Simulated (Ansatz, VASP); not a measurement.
## Two plane-wave programs on BP2

The input INCAR:

```
  PREC = Accurate
  ENCUT = 600
  EDIFF = 1E-6
  ISMEAR = 0
  SIGMA = 0.1
  LREAL = False
  LASPH = True
  NELM = 60
  ALGO = Normal
  ISIF = 3
  LWAVE = False
  LCHARG = False
  GGA = PE
  IBRION = 2
  NSW = 90
  EDIFFG = -0.04
```

File KPOINTS:

```
Automatic mesh
0
Gamma
  4 4 4
```

Contents of POSCAR:

```
BP2
1.0
    4.1101422837      0.0000000000      0.0000000000
    0.0000000000      4.1101422837      0.0000000000
    0.0000000000      0.0000000000      5.3254637034
B P
2 4
Direct
    0.5000000000      0.0000000000      0.0680307429
    0.0000000000      0.5000000000      0.5680307429
    0.1370842423      0.3333333333      0.2500000000
    0.8629157577      0.6666666667      0.2500000000
    0.6666666667      0.1370842423      0.7500000000
    0.3333333333      0.8629157577      0.7500000000
```

Input for Ansatz:

```yaml
crystal:
  lattice:
    - [4.1101422837, 0.0, 0.0]
    - [0.0, 4.1101422837, 0.0]
    - [0.0, 0.0, 5.3254637034]
  atoms:
    - { symbol: B, position: [0.5, 0.0, 0.0680307429] }
    - { symbol: B, position: [0.0, 0.5, 0.5680307429] }
    - { symbol: P, position: [0.1370842423, 0.3333333333, 0.25] }
    - { symbol: P, position: [0.8629157577, 0.6666666667, 0.25] }
    - { symbol: P, position: [0.6666666667, 0.1370842423, 0.75] }
    - { symbol: P, position: [0.3333333333, 0.8629157577, 0.75] }
basis:
  ecutwfc: 420
kpoints:
  mp_grid: { grid: [4, 4, 4] }
hamiltonian:
  xc: pbe
scf:
  occupations: { method: gaussian, width: 0.1 }
  lower_state_search: "off"
output:
  forces: true
  stress: true
  eigenvalues: true
relax:
  adjacent_minimum: "off"
  f_tol: 0.04
  max_steps: 70
  cell: { stress_tol: 0.4 }
```

Alike in both runs: task relaxation of cell and atoms; functional PBE; k mesh 4 × 4 × 4; occupations gaussian, width 0.1 eV; no spin polarisation.

|  | VASP | Ansatz |
| --- | --- | --- |
| version | VASP 6.6.1 | Ansatz 0.2.0 |
| potentials or method | VASP PAW PBE potentials, release 64 (B, P), cutoff 600 eV | scalar-relativistic, plane waves, PAW |
| valence electrons in the cell | 26 | 26 |

|  | VASP | Ansatz | Ansatz less VASP |
| --- | --- | --- | --- |
| gap on the k mesh at the Fermi level, each at its own relaxed structure (eV) | none | none | - |
| relaxed volume (Å³/atom) | 14.58 | 14.56 | -0.018 |
| relaxed length of the cell vector where the two differ most in proportion (Å) | 4.616 | 4.610 | -0.0061 |

A gap of «none» marks a metal or a gap that the smearing closes.

The k mesh is coarse, so the values compare programs but aren't converged.
